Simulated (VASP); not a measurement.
# Y (Pm-3n) in VASP: single point with LDA

Aim: the single point of Y with LDA.

Everything below comes from runs of VASP 6.6.1. Logs are shortened: lines on timing, memory, paths and dates and some standing lists are left out, and cuts for length are marked.

## 1. The cell of the first run

The structure is cubic, space group Pm-3n (No. 223). The conventional cell has a = 6.246 Å, b = 6.246 Å, c = 6.246 Å, α = 90.00°, β = 90.00°, γ = 90.00°. Within 4.6 Å of Y (site symmetry m-3) lie 12 Y at 3.49 Å. Y (site symmetry -4m2) has 14 Y at 3.12 to 3.82 Å within 4.1 Å.

## 2. Single point, LDA

File INCAR:

```
SYSTEM = Y
  PREC = Accurate
  ENCUT = 520
  EDIFF = 1E-6
  ISMEAR = -1
  SIGMA = 0.1
  LREAL = .False.
  LASPH = .True.
  NELM = 80
  ALGO = Normal
  ISIF = 2
  LWAVE = .False.
  LCHARG = .False.
  GGA = CA
  NBANDS = 54
```

File KPOINTS:

```
regular mesh
0
Gamma
  6 6 6
  0 0 0
```

File POSCAR:

```
Y
1.0
    6.2456024783      0.0000000000      0.0000000000
    0.0000000000      6.2456024783      0.0000000000
    0.0000000000      0.0000000000      6.2456024783
Y
8
Direct
    0.0000000000      1.0000000000      0.0000000000
    0.5000000000      0.5000000000      0.5000000000
    0.2500000000      0.0000000000      0.5000000000
    0.7500000000      0.0000000000      0.5000000000
    0.5000000000      0.2500000000      1.0000000000
    0.5000000000      0.7500000000      1.0000000000
    1.0000000000      0.5000000000      0.2500000000
    1.0000000000      0.5000000000      0.7500000000
```

Potentials or basis: VASP PAW LDA potentials, release 64 (Y_sv).

Started as:

```bash
$ cat potpaw_LDA.64/Y_sv/POTCAR > POTCAR
$ mpirun -np 1 vasp_std > vasp.out
```

OUTCAR:

```text
SYSTEM = Y
   PREC = Accurate
   ENCUT = 520
   EDIFF = 1E-6
   ISMEAR = -1
   LREAL = .False.
   LASPH = .True.
   NELM = 80
   ISIF = 2
   GGA = CA

 ion  position               nearest neighbor table
   1  0.000  0.000  0.000-   3 3.49   4 3.49   5 3.49   6 3.49   7 3.49   8 3.49   3 3.49   4 3.49
                             7 3.49   8 3.49   5 3.49   6 3.49
   2  0.500  0.500  0.500-   3 3.49   4 3.49   5 3.49   6 3.49   7 3.49   8 3.49   5 3.49   6 3.49
                             3 3.49   4 3.49   7 3.49   8 3.49
   3  0.250  0.000  0.500-   4 3.12   4 3.12   1 3.49   1 3.49   2 3.49   2 3.49   8 3.82   5 3.82
                             5 3.82   6 3.82   6 3.82   7 3.82   8 3.82   7 3.82
   4  0.750  0.000  0.500-   3 3.12   3 3.12   1 3.49   1 3.49   2 3.49   2 3.49   8 3.82   5 3.82
                             5 3.82   6 3.82   6 3.82   7 3.82   8 3.82   7 3.82
   5  0.500  0.250  0.000-   6 3.12   6 3.12   1 3.49   2 3.49   2 3.49   1 3.49   8 3.82   4 3.82
                             3 3.82   4 3.82   3 3.82   7 3.82   7 3.82   8 3.82
   6  0.500  0.750  0.000-   5 3.12   5 3.12   1 3.49   2 3.49   2 3.49   1 3.49   8 3.82   4 3.82
                             3 3.82   4 3.82   3 3.82   7 3.82   7 3.82   8 3.82
   7  0.000  0.500  0.250-   8 3.12   8 3.12   1 3.49   2 3.49   1 3.49   2 3.49   3 3.82   4 3.82
                             5 3.82   3 3.82   4 3.82   6 3.82   5 3.82   6 3.82
   8  0.000  0.500  0.750-   7 3.12   7 3.12   1 3.49   2 3.49   1 3.49   2 3.49   3 3.82   4 3.82
                             5 3.82   3 3.82   4 3.82   6 3.82   5 3.82   6 3.82

  LATTYP: Found a simple cubic cell.
 ALAT       =     6.2456024783

  Lattice vectors:

 A1 = (   6.2456024783,   0.0000000000,   0.0000000000)
 A2 = (   0.0000000000,   6.2456024783,   0.0000000000)
 A3 = (   0.0000000000,   0.0000000000,   6.2456024783)

Analysis of symmetry for initial positions (statically):
=====================================================================
 Subroutine PRICEL returns:
 Original cell was already a primitive cell.

 Routine SETGRP: Setting up the symmetry group for a
 simple cubic supercell.

 Subroutine GETGRP returns: Found 48 space group operations
 (whereof 24 operations were pure point group operations)
 out of a pool of 48 trial point group operations.

The static configuration has the point symmetry T_h .
 The point group associated with its full space group is O_h .

Analysis of symmetry for dynamics (positions and initial velocities):
=====================================================================
 Subroutine PRICEL returns:
 Original cell was already a primitive cell.

 Routine SETGRP: Setting up the symmetry group for a
 simple cubic supercell.

 Subroutine GETGRP returns: Found 48 space group operations
 (whereof 24 operations were pure point group operations)
 out of a pool of 48 trial point group operations.

The dynamic configuration has the point symmetry T_h .
 The point group associated with its full space group is O_h .

 Subroutine INISYM returns: Found 48 space group operations
 (whereof 24 operations are pure point group operations),
 and found     1 'primitive' translations

----------------------------------------------------------------------------------------

                                     Primitive cell

  volume of cell :     243.6257

  direct lattice vectors                    reciprocal lattice vectors
     6.245602478  0.000000000  0.000000000     0.160112656  0.000000000  0.000000000
     0.000000000  6.245602478  0.000000000     0.000000000  0.160112656  0.000000000
     0.000000000  0.000000000  6.245602478     0.000000000  0.000000000  0.160112656

  length of vectors
     6.245602478  6.245602478  6.245602478     0.160112656  0.160112656  0.160112656

  position of ions in fractional coordinates (direct lattice)
     0.000000000  0.000000000  0.000000000
     0.500000000  0.500000000  0.500000000
     0.250000000  0.000000000  0.500000000
     0.750000000  0.000000000  0.500000000
     0.500000000  0.250000000  0.000000000
     0.500000000  0.750000000  0.000000000
     0.000000000  0.500000000  0.250000000
     0.000000000  0.500000000  0.750000000

  ion indices of the primitive-cell ions
   primitive index   ion index
                 1           1
                 2           2
                 3           3
                 4           4
                 5           5
                 6           6
                 7           7
                 8           8

----------------------------------------------------------------------------------------

 KPOINTS: regular mesh

Automatic generation of k-mesh.
 Grid dimensions read from file:
 generate k-points for:    6    6    6

 Generating k-lattice:

  Cartesian coordinates                     Fractional coordinates (reciprocal lattice)
     0.026685443  0.000000000  0.000000000     0.166666667  0.000000000  0.000000000
     0.000000000  0.026685443  0.000000000     0.000000000  0.166666667  0.000000000
     0.000000000  0.000000000  0.026685443     0.000000000  0.000000000  0.166666667

  Length of vectors
     0.026685443  0.026685443  0.026685443

  Shift w.r.t. Gamma in fractional coordinates (k-lattice)
     0.000000000  0.000000000  0.000000000

 Subroutine IBZKPT returns following result:
 ===========================================

 Found     20 irreducible k-points:

 Following reciprocal coordinates:
            Coordinates               Weight
  0.000000  0.000000  0.000000      1.000000
  0.166667  0.000000  0.000000      6.000000
  0.333333  0.000000  0.000000      6.000000
  0.500000  0.000000  0.000000      3.000000
  0.166667  0.166667  0.000000     12.000000
  0.333333  0.166667  0.000000     24.000000
[... 12 lines left out ...]
  0.500000  0.500000  0.333333      6.000000
  0.500000  0.500000  0.500000      1.000000
   k-points           NKPTS =     20   k-points in BZ     NKDIM =     20   number of bands    NBANDS=     54
   number of dos      NEDOS =    301   number of ions     NIONS =      8
   total plane-waves  NPLWV = 110592
   dimension x,y,z NGX =    48 NGY =   48 NGZ =   48
   dimension x,y,z NGXF=    96 NGYF=   96 NGZF=   96
   ions per type =               8
   NGX,Y,Z   is equivalent  to a cutoff of  12.78, 12.78, 12.78 a.u.
   NGXF,Y,Z  is equivalent  to a cutoff of  25.55, 25.55, 25.55 a.u.
 SYSTEM =  Y
   PREC   = accura    normal or accurate (medium, high low for compatibility)
   ISTART =      0    job   : 0-new  1-cont  2-samecut
   ICHARG =      2    charge: 1-file 2-atom 10-const
   ISPIN  =      1    spin polarized calculation?
   LNONCOLLINEAR =      F non collinear calculations
   LSORBIT =      F    spin-orbit coupling
   LASPH  =      T    aspherical Exc in radial PAW
   ENCUT  =  520.0 eV  38.22 Ry    6.18 a.u.  11.61 11.61 11.61*2*pi/ulx,y,z
   NELM   =     80;   NELMIN=  2; NELMDL= -5     # of ELM steps
   EDIFF  = 0.1E-05   stopping-criterion for ELM
   LREAL  =      F    real-space projection
   EDIFFG = 0.1E-04   stopping-criterion for IOM
   NSW    =      0    number of steps for IOM
   IBRION =     -1    ionic relax: 0-MD 1-quasi-New 2-CG
   NFREE  =      0    steps in history (QN), initial steepest desc. (CG)
   ISIF   =      2    stress and relaxation
   ISYM   =      2    0-nonsym 1-usesym 2-fastsym
   POTIM  = 0.5000    time-step for ionic-motion
   TEBEG  =    0.0;   TEEND  =   0.0 temperature during run
   PSTRESS=    0.0 pullay stress
   NELECT =      88.0000    total number of electrons
   NUPDOWN=      -1.0000    fix difference up-down
   EMIN   =  10.00;   EMAX   =-10.00  energy-range for DOS
   EFERMI =   0.00;   METHOD = LEGACY
   ISMEAR =    -1;   SIGMA  =   0.10  broadening in eV -4-tet -1-fermi 0-gaus
   EFERMI_NEDOS =   21; number of points for ismear=-14 and -15
   IALGO  =     38    algorithm
   IMIX   =      4    mixing-type and parameters
     AMIX     =   0.40;   BMIX     =  1.00
     AMIX_MAG =   1.60;   BMIX_MAG =  1.00
  volume/ion in A,a.u.               =      30.45       205.51
  Fermi-wavevector in a.u.,A,eV,Ry     =   1.165900  2.203232 18.494717  1.359323
  Thomas-Fermi vector in A             =   2.302420
   LORBIT       =      0    0 simple, 1 ext, 2 COOP (PROOUT), +10 PAW based schemes
   GGA     = CA    functional components
   LHFCALC =     F    Hartree Fock is set to
   AEXX    =    0.0000 exact exchange contribution
   IVDW    =     0    specifies the selected vdW correction
   LEPSILON=     F    determine dielectric tensor
   LRPA    =     F    only Hartree local field effects (RPA)
 non-spin polarized calculation
  energy-cutoff  :      520.00
  volume of cell :      243.63
 maximum number of plane-waves:      6704
 NGX is ok and might be reduce to    48
   NGX = 23   NGY = 23   NGZ = 23

 number of electron      87.9999988 magnetization

 Free energy of the ion-electron system (eV)
  ---------------------------------------------------
  ext. energy  EPLUGINS =         0.00000000
  ---------------------------------------------------
  free energy    TOTEN  =       -53.84931874 eV

  energy without entropy =      -53.11456297  energy(sigma->0) =      -53.48194085

 E-fermi :   3.2856     XC(G=0):  -9.9258

 val. band max:        3.2845327339   @ k =   0.5000   0.5000   0.0000
 cond. band min:       3.3106248296   @ k =   0.5000   0.3333   0.1667
 fundamental gap:      0.0260920957
 Fermi energy:         3.2855824375

 k-point     1 :       0.0000    0.0000    0.0000
  band No.  band energies     occupation
      1     -39.0470      2.00000
      2     -38.9996      2.00000
      3     -38.9996      2.00000
      4     -38.8976      2.00000
      5     -38.8976      2.00000
      6     -38.8976      2.00000
[... 46 lines left out ...]
     53       4.6749      0.00000
     54       4.6750      0.00000

 k-point     2 :       0.1667    0.0000    0.0000
  band No.  band energies     occupation
      1     -39.0419      2.00000
      2     -39.0012      2.00000
      3     -38.9946      2.00000
      4     -38.9077      2.00000
      5     -38.8976      2.00000
      6     -38.8976      2.00000
[... 1018 lines left out ...]
 k-point    20 :       0.5000    0.5000    0.5000
  band No.  band energies     occupation
      1     -38.9541      2.00000
      2     -38.9541      2.00000
      3     -38.9541      2.00000
      4     -38.9541      2.00000
      5     -38.9541      2.00000
      6     -38.9541      2.00000
[... 46 lines left out ...]
     53       4.1644      0.00030
     54       4.1644      0.00030

------------------------ aborting loop because EDIFF is reached ----------------------------------------

  FORCE on cell =-STRESS in cart. coord.  units (eV):
  Direction    XX          YY          ZZ          XY          YZ          ZX
  --------------------------------------------------------------------------------------
  -------------------------------------------------------------------------------------
  Total       -0.2463574     -0.2463574     -0.2463574     -0.0000000      0.0000000      0.0000000
  in kB       -1.6201422     -1.6201422     -1.6201422     -0.0000000      0.0000000      0.0000000
  external PRESSURE =      -1.6201422 kB  Pullay stress =       0.0000000 kB

 VOLUME and BASIS-vectors are now :
 -----------------------------------------------------------------------------
  energy-cutoff  :      520.00
  volume of cell :      243.63
      direct lattice vectors                 reciprocal lattice vectors
     6.245602478  0.000000000  0.000000000     0.160112656  0.000000000  0.000000000
     0.000000000  6.245602478  0.000000000     0.000000000  0.160112656  0.000000000
     0.000000000  0.000000000  6.245602478     0.000000000  0.000000000  0.160112656

 POSITION                                       TOTAL-FORCE (eV/Angst)
 -----------------------------------------------------------------------------------
      0.00000      0.00000      0.00000        -0.000000     -0.000000     -0.000000
      3.12280      3.12280      3.12280        -0.000000     -0.000000     -0.000000
      1.56140      0.00000      3.12280        -0.000000      0.000000     -0.000000
      4.68420      0.00000      3.12280         0.000000     -0.000000      0.000000
      3.12280      1.56140      0.00000         0.000000      0.000000     -0.000000
      3.12280      4.68420      0.00000        -0.000000     -0.000000     -0.000000
      0.00000      3.12280      1.56140        -0.000000      0.000000     -0.000000
      0.00000      3.12280      4.68420        -0.000000      0.000000     -0.000000
 -----------------------------------------------------------------------------------
    total drift:                                0.000000     -0.000000      0.000000

  FREE ENERGIE OF THE ION-ELECTRON SYSTEM (eV)
  ---------------------------------------------------
  free  energy   TOTEN  =       -53.8493187354 eV

  energy  without entropy=      -53.1145629710  energy(sigma->0) =      -53.48194085
```

Wall time 3.3 min (1 thread of AMD EPYC 7R13 (Zen 3), shared host); peak memory 0.35 GiB.

Results:

* Free energy: -53.8493 eV
* Pressure: -0.2 GPa
* Band gap on the k mesh: zero (bands 44 and 45 overlap by 0.54 eV)
